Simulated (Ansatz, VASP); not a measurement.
Given: the input of a run of VASP 6.6.1 on HfO2.

File POSCAR:

```
HfO2
1.0
    0.0000000000      2.5575000000      2.5575000000
    2.5575000000      0.0000000000      2.5575000000
    2.5575000000      2.5575000000      0.0000000000
Hf O
1 2
Direct
    0.0000000000      0.0000000000      0.0000000000
    0.7500000000      0.7500000000      0.7500000000
    0.2500000000      0.2500000000      0.2500000000
```

Contents of INCAR.step1:

```
PREC = Accurate
ENCUT = 520
EDIFF = 1E-5
ISMEAR = -1
SIGMA = 0.05
LREAL = False
LASPH = True
NELM = 100
ALGO = Normal
ISIF = 2
LWAVE = True
LCHARG = False
GGA = PE
NBANDS = 18
```

The input INCAR.step2:

```
PREC = Accurate
ENCUT = 520
EDIFF = 1E-7
ISMEAR = -1
SIGMA = 0.05
LREAL = False
LASPH = True
NELM = 100
ALGO = Normal
ISIF = 2
LWAVE = False
LCHARG = False
GGA = PE
LHFCALC = True
AEXX = 0.15
HFSCREEN = 0.2078699
PRECFOCK = Normal
ISTART = 1
NBANDS = 18
```

File KPOINTS:

```
regular mesh
0
Gamma
  5 5 5
```

Potentials or basis: VASP PAW PBE potentials, release 64 (Hf_pv, O).

Launch:

```console
$ cat potpaw_PBE.64/Hf_pv/POTCAR potpaw_PBE.64/O/POTCAR > POTCAR
$ cp INCAR.step1 INCAR
$ mpirun -np 1 vasp_std > vasp.out
$ cp INCAR.step2 INCAR
$ mpirun -np 1 vasp_std > vasp.out
```

**Question.** Translate it to Ansatz 0.2.0. Potentials there: Ansatz PAW.

**Answer.** As run (the cutoff follows the program's own potentials):

File input.yaml:

```yaml
crystal:
  lattice:
    - [0.0, 2.5575, 2.5575]
    - [2.5575, 0.0, 2.5575]
    - [2.5575, 2.5575, 0.0]
  atoms:
    - { symbol: Hf, position: [0.0, 0.0, 0.0] }
    - { symbol: O, position: [0.75, 0.75, 0.75] }
    - { symbol: O, position: [0.25, 0.25, 0.25] }
hamiltonian:
  xc:
    exchange: pbe
    correlation: pbe
    exx: { coeff: 0.15, omega: 0.2078699 }
  pseudopotentials: { kind: paw }
kpoints:
  mp_grid: { grid: [5, 5, 5] }
scf:
  occupations: { method: fermi_dirac, width: 0.05 }
output:
  forces: true
  stress: true
  eigenvalues: true
```

Potentials or basis: Ansatz PAW.

The run is started by

```console
$ ansatz run input.yaml --threads 2 --pin off --max-ram 5632MiB --backend cpu --events-out ev --progress --plain --runs-dir out
```

Both were run:

|  | VASP | Ansatz | Ansatz less VASP |
| --- | --- | --- | --- |
| gap on the k mesh at the Fermi level (eV) | 4.94 | 5.00 | +0.059 |
| least direct gap on the mesh (eV) | 5.26 | 5.29 | +0.031 |
| pressure (GPa) | -10.4 | -6.3 | +4.09 |

VASP's potentials were made for PBE, not for PBE-based screened hybrid. With one functional, cell and mesh, what is left measures potentials, basis and numerics. VASP's potentials hold 22 valence electrons a cell and Ansatz's 38, so a difference there can come from the potentials and not from the codes.

The k mesh is coarse, so the values compare programs but aren't converged. Spin-orbit coupling is off throughout. Noted on Ansatz's run: odd divisions of the mesh miss points on the zone boundary, where band edges often lie, so the gap on the mesh can be too wide.
